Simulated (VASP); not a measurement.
# Si (Fd-3m) in VASP: notebook

The runs below take Si through single point, with PBE.

Program: VASP 6.6.1. These are calculated values, not measurements. Logs are shortened: lines on timing, memory, paths and dates and some standing lists are left out, and cuts for length are marked.

### Step 1. The cell of the first run

Symmetry: Fd-3m, No. 227, cubic system. The conventional cell has a = 5.470 Å, b = 5.470 Å, c = 5.470 Å, α = 90.00°, β = 90.00°, γ = 90.00°. Si (site symmetry -43m) has 4 Si at 2.37 Å within 3.1 Å.

### Step 2. Single point, PBE

Contents of INCAR:

```
SYSTEM = Si
ALGO = Normal ; EDIFF = 1E-6
ENCUT = 500 ; GGA = PE
GGA_COMPAT = .False. ; ISIF = 2
ISMEAR = 0 ; LASPH = .True.
LCHARG = .False. ; LREAL = .False.
LWAVE = .False. ; NBANDS = 11
NELM = 120 ; PREC = Accurate
SIGMA = 0.02
```

Contents of KPOINTS:

```
k-points
0
Gamma
  8 8 8
  0 0 0
```

Contents of POSCAR:

```
Si
1.0
    0.0000000000      2.7348308347      2.7348308347
    2.7348308347      0.0000000000      2.7348308347
    2.7348308347      2.7348308347      0.0000000000
Si
2
Direct
    0.0000000000      0.0000000000      0.0000000000
    0.2500000000      0.2500000000      0.2500000000
```

Potentials or basis: VASP PAW PBE potentials, release 64 (Si).

The run is started by

```sh
$ cat potpaw_PBE.64/Si/POTCAR > POTCAR
$ mpirun -np 1 vasp_std > vasp.out
```

OUTCAR:

```text
SYSTEM = Si
   EDIFF = 1E-6
   ENCUT = 500
   GGA = PE
   ISIF = 2
   ISMEAR = 0
   LASPH = .True.
   LREAL = .False.
   NELM = 120
   PREC = Accurate

 ion  position               nearest neighbor table
   1  0.000  0.000  0.000-   2 2.37   2 2.37   2 2.37   2 2.37
   2  0.250  0.250  0.250-   1 2.37   1 2.37   1 2.37   1 2.37

  LATTYP: Found a face centered cubic cell.
 ALAT       =     5.4696616694

  Lattice vectors:

 A1 = (   0.0000000000,   2.7348308347,   2.7348308347)
 A2 = (   2.7348308347,   0.0000000000,   2.7348308347)
 A3 = (   2.7348308347,   2.7348308347,   0.0000000000)

Analysis of symmetry for initial positions (statically):
=====================================================================
 Subroutine PRICEL returns:
 Original cell was already a primitive cell.

 Routine SETGRP: Setting up the symmetry group for a
 face centered cubic supercell.

 Subroutine GETGRP returns: Found 48 space group operations
 (whereof 24 operations were pure point group operations)
 out of a pool of 48 trial point group operations.

The static configuration has the point symmetry T_d .
 The point group associated with its full space group is O_h .

Analysis of symmetry for dynamics (positions and initial velocities):
=====================================================================
 Subroutine PRICEL returns:
 Original cell was already a primitive cell.

 Routine SETGRP: Setting up the symmetry group for a
 face centered cubic supercell.

 Subroutine GETGRP returns: Found 48 space group operations
 (whereof 24 operations were pure point group operations)
 out of a pool of 48 trial point group operations.

The dynamic configuration has the point symmetry T_d .
 The point group associated with its full space group is O_h .

 Subroutine INISYM returns: Found 48 space group operations
 (whereof 24 operations are pure point group operations),
 and found     1 'primitive' translations

----------------------------------------------------------------------------------------

                                     Primitive cell

  volume of cell :      40.9092

  direct lattice vectors                    reciprocal lattice vectors
     0.000000000  2.734830835  2.734830835    -0.182826665  0.182826665  0.182826665
     2.734830835  0.000000000  2.734830835     0.182826665 -0.182826665  0.182826665
     2.734830835  2.734830835  0.000000000     0.182826665  0.182826665 -0.182826665

  length of vectors
     3.867634857  3.867634857  3.867634857     0.316665072  0.316665072  0.316665072

  position of ions in fractional coordinates (direct lattice)
     0.000000000  0.000000000  0.000000000
     0.250000000  0.250000000  0.250000000

  ion indices of the primitive-cell ions
   primitive index   ion index
                 1           1
                 2           2

----------------------------------------------------------------------------------------

 KPOINTS: k-points

Automatic generation of k-mesh.
 Grid dimensions read from file:
 generate k-points for:    8    8    8

 Generating k-lattice:

  Cartesian coordinates                     Fractional coordinates (reciprocal lattice)
    -0.022853333  0.022853333  0.022853333     0.125000000  0.000000000  0.000000000
     0.022853333 -0.022853333  0.022853333     0.000000000  0.125000000  0.000000000
     0.022853333  0.022853333 -0.022853333     0.000000000  0.000000000  0.125000000

  Length of vectors
     0.039583134  0.039583134  0.039583134

  Shift w.r.t. Gamma in fractional coordinates (k-lattice)
     0.000000000  0.000000000  0.000000000

 Subroutine IBZKPT returns following result:
 ===========================================

 Found     29 irreducible k-points:

 Following reciprocal coordinates:
            Coordinates               Weight
  0.000000  0.000000  0.000000      1.000000
  0.125000  0.000000  0.000000      8.000000
  0.250000  0.000000  0.000000      8.000000
  0.375000  0.000000  0.000000      8.000000
  0.500000  0.000000  0.000000      4.000000
  0.125000  0.125000  0.000000      6.000000
[... 16 lines left out ...]
  0.500000  0.250000  0.125000     48.000000
 -0.375000  0.250000  0.125000     24.000000
 [... further k-points ...]
   k-points           NKPTS =     29   k-points in BZ     NKDIM =     29   number of bands    NBANDS=     11
   number of dos      NEDOS =    301   number of ions     NIONS =      2
   total plane-waves  NPLWV =  21952
   dimension x,y,z NGX =    28 NGY =   28 NGZ =   28
   dimension x,y,z NGXF=    56 NGYF=   56 NGZF=   56
   ions per type =               2
   NGX,Y,Z   is equivalent  to a cutoff of  12.04, 12.04, 12.04 a.u.
   NGXF,Y,Z  is equivalent  to a cutoff of  24.07, 24.07, 24.07 a.u.
 SYSTEM =  Si
   PREC   = accura    normal or accurate (medium, high low for compatibility)
   ISTART =      0    job   : 0-new  1-cont  2-samecut
   ICHARG =      2    charge: 1-file 2-atom 10-const
   ISPIN  =      1    spin polarized calculation?
   LNONCOLLINEAR =      F non collinear calculations
   LSORBIT =      F    spin-orbit coupling
   LASPH  =      T    aspherical Exc in radial PAW
   ENCUT  =  500.0 eV  36.75 Ry    6.06 a.u.   7.05  7.05  7.05*2*pi/ulx,y,z
   NELM   =    120;   NELMIN=  2; NELMDL= -5     # of ELM steps
   EDIFF  = 0.1E-05   stopping-criterion for ELM
   LREAL  =      F    real-space projection
   EDIFFG = 0.1E-04   stopping-criterion for IOM
   NSW    =      0    number of steps for IOM
   IBRION =     -1    ionic relax: 0-MD 1-quasi-New 2-CG
   NFREE  =      0    steps in history (QN), initial steepest desc. (CG)
   ISIF   =      2    stress and relaxation
   ISYM   =      2    0-nonsym 1-usesym 2-fastsym
   POTIM  = 0.5000    time-step for ionic-motion
   TEBEG  =    0.0;   TEEND  =   0.0 temperature during run
   PSTRESS=    0.0 pullay stress
   NELECT =       8.0000    total number of electrons
   NUPDOWN=      -1.0000    fix difference up-down
   EMIN   =  10.00;   EMAX   =-10.00  energy-range for DOS
   EFERMI =   0.00;   METHOD = LEGACY
   ISMEAR =     0;   SIGMA  =   0.02  broadening in eV -4-tet -1-fermi 0-gaus
   EFERMI_NEDOS =   21; number of points for ismear=-14 and -15
   IALGO  =     38    algorithm
   IMIX   =      4    mixing-type and parameters
     AMIX     =   0.40;   BMIX     =  1.00
     AMIX_MAG =   1.60;   BMIX_MAG =  1.00
  volume/ion in A,a.u.               =      20.45       138.03
  Fermi-wavevector in a.u.,A,eV,Ry     =   0.950235  1.795684 12.285334  0.902947
  Thomas-Fermi vector in A             =   2.078593
   LORBIT       =      0    0 simple, 1 ext, 2 COOP (PROOUT), +10 PAW based schemes
   GGA     = PE    functional components
   LHFCALC =     F    Hartree Fock is set to
   AEXX    =    0.0000 exact exchange contribution
   IVDW    =     0    specifies the selected vdW correction
   LEPSILON=     F    determine dielectric tensor
   LRPA    =     F    only Hartree local field effects (RPA)
 non-spin polarized calculation
 Gauss-broadening in eV      SIGMA  =   0.02
  energy-cutoff  :      500.00
  volume of cell :       40.91
 maximum number of plane-waves:      1056
   NGX = 15   NGY = 15   NGZ = 15

 number of electron       8.0000000 magnetization

 Free energy of the ion-electron system (eV)
  ---------------------------------------------------
  ext. energy  EPLUGINS =         0.00000000
  ---------------------------------------------------
  free energy    TOTEN  =       -10.84606678 eV

  energy without entropy =      -10.84606678  energy(sigma->0) =      -10.84606678

 E-fermi :   5.7234     XC(G=0):  -9.3246

 val. band max:        5.6122497309   @ k =   0.0000   0.0000   0.0000
 cond. band min:       6.2630464540   @ k =   0.3750   0.3750   0.0000
 fundamental gap:      0.6507967231
 Fermi energy:         5.7233809274

 k-point     1 :       0.0000    0.0000    0.0000
  band No.  band energies     occupation
      1      -6.1992      2.00000
      2       5.6122      2.00000
      3       5.6122      2.00000
      4       5.6122      2.00000
      5       8.1685      0.00000
      6       8.1685      0.00000
      7       8.1685      0.00000
      8       8.7403      0.00000
      9      13.3206      0.00000
     10      13.3206      0.00000
     11      13.4873      0.00000

 k-point     2 :       0.1250    0.0000    0.0000
  band No.  band energies     occupation
      1      -5.9988      2.00000
      2       4.0216      2.00000
      3       5.3300      2.00000
      4       5.3300      2.00000
      5       8.0536      0.00000
      6       8.5838      0.00000
      7       8.5838      0.00000
      8      10.1407      0.00000
      9      12.8479      0.00000
     10      12.8479      0.00000
     11      14.2628      0.00000

 k-point     3 :       0.2500    0.0000    0.0000
  band No.  band energies     occupation
      1      -5.4147      2.00000
      2       1.7268      2.00000
      3       4.8675      2.00000
      4       4.8675      2.00000
      5       7.5697      0.00000
      6       9.1016      0.00000
      7       9.1016      0.00000
      8      12.3592      0.00000
      9      12.7988      0.00000
     10      12.7988      0.00000
     11      14.5400      0.00000
[... 267 lines left out ...]
 k-point    23 :       0.5000    0.2500    0.1250
  band No.  band energies     occupation
      1      -4.0258      2.00000
      2      -0.1744      2.00000
      3       2.3575      2.00000
      4       3.7255      2.00000
      5       8.4761      0.00000
      6       9.1413      0.00000
      7      10.5889      0.00000
      8      11.4892      0.00000
      9      14.5410      0.00000
     10      15.2367      0.00000
     11      17.5124      0.00000

 k-point    24 :      -0.3750    0.2500    0.1250
  band No.  band energies     occupation
      1      -3.3920      2.00000
      2      -1.0934      2.00000
      3       2.2261      2.00000
      4       3.5027      2.00000
      5       8.6349      0.00000
      6       8.7586      0.00000
      7      11.4576      0.00000
      8      12.6772      0.00000
      9      12.9174      0.00000
     10      16.1184      0.00000
     11      17.1623      0.00000

 [... further k-points ...]

------------------------ aborting loop because EDIFF is reached ----------------------------------------

  FORCE on cell =-STRESS in cart. coord.  units (eV):
  Direction    XX          YY          ZZ          XY          YZ          ZX
  --------------------------------------------------------------------------------------
  -------------------------------------------------------------------------------------
  Total       -0.0112255     -0.0112255     -0.0112255      0.0000000     -0.0000000      0.0000000
  in kB       -0.4396386     -0.4396386     -0.4396386      0.0000000     -0.0000000      0.0000000
  external PRESSURE =      -0.4396386 kB  Pullay stress =       0.0000000 kB

 VOLUME and BASIS-vectors are now :
 -----------------------------------------------------------------------------
  energy-cutoff  :      500.00
  volume of cell :       40.91
      direct lattice vectors                 reciprocal lattice vectors
     0.000000000  2.734830835  2.734830835    -0.182826665  0.182826665  0.182826665
     2.734830835  0.000000000  2.734830835     0.182826665 -0.182826665  0.182826665
     2.734830835  2.734830835  0.000000000     0.182826665  0.182826665 -0.182826665

 POSITION                                       TOTAL-FORCE (eV/Angst)
 -----------------------------------------------------------------------------------
      0.00000      0.00000      0.00000         0.000000      0.000000      0.000000
      1.36742      1.36742      1.36742        -0.000000     -0.000000     -0.000000
 -----------------------------------------------------------------------------------
    total drift:                                0.000000      0.000000     -0.000000

  FREE ENERGIE OF THE ION-ELECTRON SYSTEM (eV)
  ---------------------------------------------------
  free  energy   TOTEN  =       -10.8460667771 eV

  energy  without entropy=      -10.8460667771  energy(sigma->0) =      -10.84606678
```

Run time: 20 s. Hardware: 1 thread of Intel Xeon 8259CL, shared host; peak memory 0.15 GiB.

Results:

| Quantity | Value |
| --- | --- |
| Free energy | -10.8461 eV |
| Pressure | 0.0 GPa |
| Band gap on the k mesh | 0.65 eV (least direct gap 2.56 eV) |

A k mesh can miss the band edges.

### Step 3. Single point, PBE

Contents of INCAR:

```
SYSTEM = Si
  PREC = Accurate
  ENCUT = 500
  EDIFF = 1E-6
  ISMEAR = 0
  SIGMA = 0.02
  LREAL = .False.
  LASPH = .True.
  NELM = 120
  ALGO = Normal
  ISIF = 2
  LWAVE = .False.
  LCHARG = .False.
  GGA = PE
  NBANDS = 11
  GGA_COMPAT = .False.
```

Contents of KPOINTS:

```
Automatic mesh
0
Gamma
  10 10 10
  0 0 0
```

POSCAR is that of step 2.

Potentials or basis: VASP PAW PBE potentials, release 64 (Si).

The run is started by

```sh
$ cat potpaw_PBE.64/Si/POTCAR > POTCAR
$ mpirun -np 1 vasp_std > vasp.out
```

It took 29 s on 1 thread of Intel Xeon 8259CL, shared host; peak memory 0.15 GiB.

It converged, with:

* Free energy: -10.8492 eV
* Pressure: 0.0 GPa
* Band gap on the k mesh: 0.62 eV (least direct gap 2.56 eV)

Levels at points of the mesh, in eV from the valence-band top:
```tsv
k point	band 1	band 2	band 3	band 4	band 5	band 6	band 7	band 8
(0.00, 0.00, 0.00)	-11.81	0.00	0.00	0.00	2.56	2.56	2.56	3.13
(0.50, 0.00, 0.00)	-9.53	-6.87	-1.18	-1.18	1.46	3.35	3.35	7.70
(0.50, 0.50, 0.00)	-7.74	-7.74	-2.79	-2.79	0.75	0.75	9.93	9.93
```

A k mesh can miss the band edges.
